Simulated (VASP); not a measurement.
# Ge (Fd-3m) in VASP: notebook

Runs on Ge. Level: PBE. Tasks: single point, relaxation of cell and atoms.

Program: VASP 6.6.1. These are calculated values, not measurements. Logs are shortened: lines on timing, memory, paths and dates and some standing lists are left out, and cuts for length are marked.

**Measured values to compare with.**

“Electronic and optical properties of SixGe1-x-ySny alloys lattice-matched to Ge”, 2021, arxiv:2109.02782 reports, for a bulk crystal of Ge at 300 K: band gap 0.807 eV (direct).

The results are compared with them further down.

**1. The cell of the first run**

Symmetry: Fd-3m, No. 227, cubic system. The conventional cell has a = 5.839 Å, b = 5.839 Å, c = 5.839 Å, α = 90.00°, β = 90.00°, γ = 90.00°. Within 3.3 Å of Ge (site symmetry -43m) lie 4 Ge at 2.53 Å.

**2. Single point, PBE**

Contents of INCAR:

```
SYSTEM = Ge
ALGO = Normal
EDIFF = 1E-6
ENCUT = 520
GGA = PE
ISIF = 2
ISMEAR = -1
LASPH = .True.
LCHARG = .True.
LELF = .True.
LREAL = .False.
LVHAR = .True.
LWAVE = .False.
NBANDS = 21
NELM = 100
PREC = Accurate
SIGMA = 0.1
```

Contents of KPOINTS:

```
k-points
0
Gamma
  6 6 6
  0 0 0
```

Contents of POSCAR:

```
Ge
1.0
    4.1290667667      0.0000000000      0.0000000000
    2.0645333834      3.5758767139      0.0000000000
    2.0645333834      1.1919589046      3.3713688974
Ge
2
Direct
    0.0000000000      0.0000000000      0.0000000000
    0.2500000000      0.2500000000      0.2500000000
```

Potentials or basis: VASP PAW PBE potentials, release 64 (Ge_d).

Launch:

```bash
> cat potpaw_PBE.64/Ge_d/POTCAR > POTCAR
> mpirun -np 1 vasp_std > vasp.out
```

OUTCAR:

```text
SYSTEM = Ge
   EDIFF = 1E-6
   ENCUT = 520
   GGA = PE
   ISIF = 2
   ISMEAR = -1
   LASPH = .True.
   LREAL = .False.
   NELM = 100
   PREC = Accurate

 ion  position               nearest neighbor table
   1  0.000  0.000  0.000-   2 2.53   2 2.53   2 2.53   2 2.53
   2  0.250  0.250  0.250-   1 2.53   1 2.53   1 2.53   1 2.53

  LATTYP: Found a face centered cubic cell.
 ALAT       =     5.8393822215

  Lattice vectors:

 A1 = (   4.1290667667,   0.0000000000,   0.0000000000)
 A2 = (   2.0645333834,   3.5758767139,   0.0000000000)
 A3 = (   2.0645333834,   1.1919589046,   3.3713688974)

Analysis of symmetry for initial positions (statically):
=====================================================================
 Subroutine PRICEL returns:
 Original cell was already a primitive cell.

 Routine SETGRP: Setting up the symmetry group for a
 face centered cubic supercell.

 Subroutine GETGRP returns: Found 48 space group operations
 (whereof 24 operations were pure point group operations)
 out of a pool of 48 trial point group operations.

The static configuration has the point symmetry T_d .
 The point group associated with its full space group is O_h .

Analysis of symmetry for dynamics (positions and initial velocities):
=====================================================================
 Subroutine PRICEL returns:
 Original cell was already a primitive cell.

 Routine SETGRP: Setting up the symmetry group for a
 face centered cubic supercell.

 Subroutine GETGRP returns: Found 48 space group operations
 (whereof 24 operations were pure point group operations)
 out of a pool of 48 trial point group operations.

The dynamic configuration has the point symmetry T_d .
 The point group associated with its full space group is O_h .

 Subroutine INISYM returns: Found 48 space group operations
 (whereof 24 operations are pure point group operations),
 and found     1 'primitive' translations

----------------------------------------------------------------------------------------

                                     Primitive cell

  volume of cell :      49.7784

  direct lattice vectors                    reciprocal lattice vectors
     4.129066767  0.000000000  0.000000000     0.242185476 -0.139825850 -0.098871807
     2.064533383  3.575876714  0.000000000     0.000000000  0.279651699 -0.098871807
     2.064533383  1.191958905  3.371368897     0.000000000  0.000000000  0.296615420

  length of vectors
     4.129066767  4.129066767  4.129066767     0.296615420  0.296615420  0.296615420

  position of ions in fractional coordinates (direct lattice)
     0.000000000  0.000000000  0.000000000
     0.250000000  0.250000000  0.250000000

  ion indices of the primitive-cell ions
   primitive index   ion index
                 1           1
                 2           2

----------------------------------------------------------------------------------------

 KPOINTS: k-points

Automatic generation of k-mesh.
 Grid dimensions read from file:
 generate k-points for:    6    6    6

 Generating k-lattice:

  Cartesian coordinates                     Fractional coordinates (reciprocal lattice)
     0.040364246 -0.023304308 -0.016478634     0.166666667 -0.000000000 -0.000000000
     0.000000000  0.046608617 -0.016478634     0.000000000  0.166666667  0.000000000
     0.000000000  0.000000000  0.049435903     0.000000000  0.000000000  0.166666667

  Length of vectors
     0.049435903  0.049435903  0.049435903

  Shift w.r.t. Gamma in fractional coordinates (k-lattice)
     0.000000000  0.000000000  0.000000000

 Subroutine IBZKPT returns following result:
 ===========================================

 Found     16 irreducible k-points:

 Following reciprocal coordinates:
            Coordinates               Weight
  0.000000  0.000000  0.000000      1.000000
  0.166667  0.000000  0.000000      8.000000
  0.333333 -0.000000 -0.000000      8.000000
  0.500000 -0.000000 -0.000000      4.000000
  0.166667  0.166667  0.000000      6.000000
  0.333333  0.166667  0.000000     24.000000
[... 8 lines left out ...]
 -0.333333  0.333333  0.166667     24.000000
 -0.333333  0.500000  0.166667     12.000000
   k-points           NKPTS =     16   k-points in BZ     NKDIM =     16   number of bands    NBANDS=     21
   number of dos      NEDOS =    301   number of ions     NIONS =      2
   total plane-waves  NPLWV =  32768
   dimension x,y,z NGX =    32 NGY =   32 NGZ =   32
   dimension x,y,z NGXF=    64 NGYF=   64 NGZF=   64
   ions per type =               2
   NGX,Y,Z   is equivalent  to a cutoff of  12.88, 12.88, 12.88 a.u.
   NGXF,Y,Z  is equivalent  to a cutoff of  25.77, 25.77, 25.77 a.u.
 SYSTEM =  Ge
   PREC   = accura    normal or accurate (medium, high low for compatibility)
   ISTART =      0    job   : 0-new  1-cont  2-samecut
   ICHARG =      2    charge: 1-file 2-atom 10-const
   ISPIN  =      1    spin polarized calculation?
   LNONCOLLINEAR =      F non collinear calculations
   LSORBIT =      F    spin-orbit coupling
   LASPH  =      T    aspherical Exc in radial PAW
   ENCUT  =  520.0 eV  38.22 Ry    6.18 a.u.   7.68  7.68  7.68*2*pi/ulx,y,z
   NELM   =    100;   NELMIN=  2; NELMDL= -5     # of ELM steps
   EDIFF  = 0.1E-05   stopping-criterion for ELM
   LREAL  =      F    real-space projection
   EDIFFG = 0.1E-04   stopping-criterion for IOM
   NSW    =      0    number of steps for IOM
   IBRION =     -1    ionic relax: 0-MD 1-quasi-New 2-CG
   NFREE  =      0    steps in history (QN), initial steepest desc. (CG)
   ISIF   =      2    stress and relaxation
   ISYM   =      2    0-nonsym 1-usesym 2-fastsym
   POTIM  = 0.5000    time-step for ionic-motion
   TEBEG  =    0.0;   TEEND  =   0.0 temperature during run
   PSTRESS=    0.0 pullay stress
   NELECT =      28.0000    total number of electrons
   NUPDOWN=      -1.0000    fix difference up-down
   EMIN   =  10.00;   EMAX   =-10.00  energy-range for DOS
   EFERMI =   0.00;   METHOD = LEGACY
   ISMEAR =    -1;   SIGMA  =   0.10  broadening in eV -4-tet -1-fermi 0-gaus
   EFERMI_NEDOS =   21; number of points for ismear=-14 and -15
   IALGO  =     38    algorithm
   IMIX   =      4    mixing-type and parameters
     AMIX     =   0.40;   BMIX     =  1.00
     AMIX_MAG =   1.60;   BMIX_MAG =  1.00
  volume/ion in A,a.u.               =      24.89       167.96
  Fermi-wavevector in a.u.,A,eV,Ry     =   1.351390  2.553756 24.847696  1.826254
  Thomas-Fermi vector in A             =   2.478815
   LORBIT       =      0    0 simple, 1 ext, 2 COOP (PROOUT), +10 PAW based schemes
   GGA     = PE    functional components
   LHFCALC =     F    Hartree Fock is set to
   AEXX    =    0.0000 exact exchange contribution
   IVDW    =     0    specifies the selected vdW correction
   LEPSILON=     F    determine dielectric tensor
   LRPA    =     F    only Hartree local field effects (RPA)
 non-spin polarized calculation
  energy-cutoff  :      520.00
  volume of cell :       49.78
 maximum number of plane-waves:      1363
   NGX = 15   NGY = 15   NGZ = 15

 number of electron      27.9999970 magnetization

 Free energy of the ion-electron system (eV)
  ---------------------------------------------------
  ext. energy  EPLUGINS =         0.00000000
  ---------------------------------------------------
  free energy    TOTEN  =        -8.98539741 eV

  energy without entropy =       -8.97682487  energy(sigma->0) =       -8.98111114

 E-fermi :   3.9852     XC(G=0):  -9.4778

 val. band max:        3.6584685137   @ k =   0.1667   0.0000   0.0000
 cond. band min:       4.0337529259   @ k =   0.5000  -0.0000  -0.0000
 fundamental gap:      0.3752844122
 Fermi energy:         3.9852299070

 k-point     1 :       0.0000    0.0000    0.0000
  band No.  band energies     occupation
      1     -20.5794      2.00000
      2     -20.5794      2.00000
      3     -20.5794      2.00000
      4     -20.5501      2.00000
      5     -20.5501      2.00000
      6     -20.3855      2.00000
[... 13 lines left out ...]
     20      13.3491      0.00000
     21      13.3491      0.00000

 k-point     2 :       0.1667    0.0000    0.0000
  band No.  band energies     occupation
      1     -20.5885      2.00000
      2     -20.5885      2.00000
      3     -20.5759      2.00000
      4     -20.5370      2.00000
      5     -20.5370      2.00000
      6     -20.4006      2.00000
[... 13 lines left out ...]
     20      12.3364      0.00000
     21      12.3364      0.00000

 k-point     3 :       0.3333   -0.0000   -0.0000
  band No.  band energies     occupation
      1     -20.5967      2.00000
      2     -20.5967      2.00000
      3     -20.5687      2.00000
      4     -20.5220      2.00000
      5     -20.5220      2.00000
      6     -20.4126      2.00000
[... 13 lines left out ...]
     20      12.8582      0.00000
     21      12.8582      0.00000

 k-point     4 :       0.5000   -0.0000   -0.0000
  band No.  band energies     occupation
      1     -20.5987      2.00000
      2     -20.5987      2.00000
      3     -20.5649      2.00000
      4     -20.5175      2.00000
      5     -20.5175      2.00000
      6     -20.4156      2.00000
[... 13 lines left out ...]
     20      14.1122      0.00000
     21      14.8510      0.00000

 k-point     5 :       0.1667    0.1667    0.0000
  band No.  band energies     occupation
      1     -20.5870      2.00000
      2     -20.5870      2.00000
      3     -20.5853      2.00000
      4     -20.5382      2.00000
      5     -20.5217      2.00000
      6     -20.4257      2.00000
[... 13 lines left out ...]
     20      12.1580      0.00000
     21      13.7973      0.00000

 k-point     6 :       0.3333    0.1667    0.0000
  band No.  band energies     occupation
      1     -20.6024      2.00000
      2     -20.5953      2.00000
      3     -20.5702      2.00000
      4     -20.5224      2.00000
      5     -20.5020      2.00000
      6     -20.4454      2.00000
[... 13 lines left out ...]
     20      13.4882      0.00000
     21      14.0905      0.00000

 k-point     7 :       0.5000    0.1667    0.0000
  band No.  band energies     occupation
      1     -20.6113      2.00000
      2     -20.6015      2.00000
      3     -20.5517      2.00000
      4     -20.5075      2.00000
      5     -20.5011      2.00000
      6     -20.4421      2.00000
[... 13 lines left out ...]
     20      14.4912      0.00000
     21      14.8875      0.00000

 k-point     8 :      -0.3333    0.1667   -0.0000
  band No.  band energies     occupation
      1     -20.6088      2.00000
      2     -20.6037      2.00000
      3     -20.5490      2.00000
      4     -20.5164      2.00000
      5     -20.5019      2.00000
      6     -20.4328      2.00000
[... 13 lines left out ...]
     20      12.8825      0.00000
     21      14.6418      0.00000

 k-point     9 :      -0.1667    0.1667   -0.0000
  band No.  band energies     occupation
      1     -20.5990      2.00000
      2     -20.5961      2.00000
      3     -20.5663      2.00000
      4     -20.5297      2.00000
      5     -20.5163      2.00000
      6     -20.4221      2.00000
[... 13 lines left out ...]
     20      13.0712      0.00000
     21      13.0852      0.00000

 k-point    10 :       0.3333    0.3333    0.0000
  band No.  band energies     occupation
      1     -20.6005      2.00000
      2     -20.6005      2.00000
      3     -20.5736      2.00000
      4     -20.5059      2.00000
      5     -20.4825      2.00000
      6     -20.4706      2.00000
[... 13 lines left out ...]
     20      15.1451      0.00000
     21      15.3149      0.00000

 k-point    11 :       0.5000    0.3333    0.0000
  band No.  band energies     occupation
      1     -20.6134      2.00000
      2     -20.6052      2.00000
      3     -20.5474      2.00000
      4     -20.4973      2.00000
      5     -20.4858      2.00000
      6     -20.4550      2.00000
[... 13 lines left out ...]
     20      15.2343      0.00000
     21      15.3216      0.00000

 k-point    12 :      -0.3333    0.3333   -0.0000
  band No.  band energies     occupation
      1     -20.6198      2.00000
      2     -20.6070      2.00000
      3     -20.5355      2.00000
      4     -20.4822      2.00000
      5     -20.4782      2.00000
      6     -20.4663      2.00000
[... 13 lines left out ...]
     20      12.8476      0.00000
     21      16.8523      0.00000

 k-point    13 :       0.5000    0.5000    0.0000
  band No.  band energies     occupation
      1     -20.6065      2.00000
      2     -20.6065      2.00000
      3     -20.5367      2.00000
      4     -20.5367      2.00000
      5     -20.4627      2.00000
      6     -20.4627      2.00000
[... 13 lines left out ...]
     20      14.8202      0.00000
     21      16.4459      0.00000

 k-point    14 :       0.5000    0.3333    0.1667
  band No.  band energies     occupation
      1     -20.6102      2.00000
      2     -20.6076      2.00000
      3     -20.5479      2.00000
      4     -20.5065      2.00000
      5     -20.4804      2.00000
      6     -20.4664      2.00000
[... 13 lines left out ...]
     20      13.5675      0.00000
     21      15.8330      0.00000

 k-point    15 :      -0.3333    0.3333    0.1667
  band No.  band energies     occupation
      1     -20.6179      2.00000
      2     -20.6100      2.00000
      3     -20.5306      2.00000
      4     -20.4923      2.00000
      5     -20.4754      2.00000
      6     -20.4683      2.00000
[... 13 lines left out ...]
     20      15.2925      0.00000
     21      15.3329      0.00000

 k-point    16 :      -0.3333    0.5000    0.1667
  band No.  band energies     occupation
      1     -20.6145      2.00000
      2     -20.6145      2.00000
      3     -20.5145      2.00000
      4     -20.5145      2.00000
      5     -20.4652      2.00000
      6     -20.4652      2.00000
[... 13 lines left out ...]
     20      14.4363      0.00000
     21      16.4233      0.00000

------------------------ aborting loop because EDIFF is reached ----------------------------------------

  FORCE on cell =-STRESS in cart. coord.  units (eV):
  Direction    XX          YY          ZZ          XY          YZ          ZX
  --------------------------------------------------------------------------------------
  -------------------------------------------------------------------------------------
  Total       -0.6232854     -0.6232854     -0.6232854     -0.0000000      0.0000000     -0.0000000
  in kB      -20.0611974    -20.0611974    -20.0611974     -0.0000000      0.0000000     -0.0000000
  external PRESSURE =     -20.0611974 kB  Pullay stress =       0.0000000 kB

 VOLUME and BASIS-vectors are now :
 -----------------------------------------------------------------------------
  energy-cutoff  :      520.00
  volume of cell :       49.78
      direct lattice vectors                 reciprocal lattice vectors
     4.129066767  0.000000000  0.000000000     0.242185476 -0.139825850 -0.098871807
     2.064533383  3.575876714  0.000000000     0.000000000  0.279651699 -0.098871807
     2.064533383  1.191958905  3.371368897     0.000000000  0.000000000  0.296615420

 POSITION                                       TOTAL-FORCE (eV/Angst)
 -----------------------------------------------------------------------------------
      0.00000      0.00000      0.00000         0.000000      0.000000     -0.000000
      2.06453      1.19196      0.84284        -0.000000     -0.000000      0.000000
 -----------------------------------------------------------------------------------
    total drift:                                0.000000     -0.000000     -0.000000

  FREE ENERGIE OF THE ION-ELECTRON SYSTEM (eV)
  ---------------------------------------------------
  free  energy   TOTEN  =        -8.9853974100 eV

  energy  without entropy=       -8.9768248702  energy(sigma->0) =       -8.98111114
```

It took 34 s on 1 thread of AMD EPYC, shared host; peak memory 0.14 GiB.

Results:

* Free energy: -8.9854 eV
* Pressure: -2.0 GPa
* Band gap on the k mesh: zero (band 14 reaches 4.12 eV, above the bottom of band 15 at 4.03 eV)

Levels at points of the mesh, in eV from the Fermi level:
```tsv
k point	band 11	band 12	band 13	band 14	band 15	band 16	band 17	band 18
(0.00, 0.00, 0.00)	-11.95	-0.66	0.14	0.14	0.14	2.64	2.64	2.64
(0.50, 0.00, 0.00)	-10.08	-7.07	-1.13	-1.13	0.05	3.82	3.82	7.20
(0.50, 0.50, 0.00)	-8.42	-8.42	-2.62	-2.62	0.99	0.99	8.88	8.88
```

(Continued in part 2 of 2.)
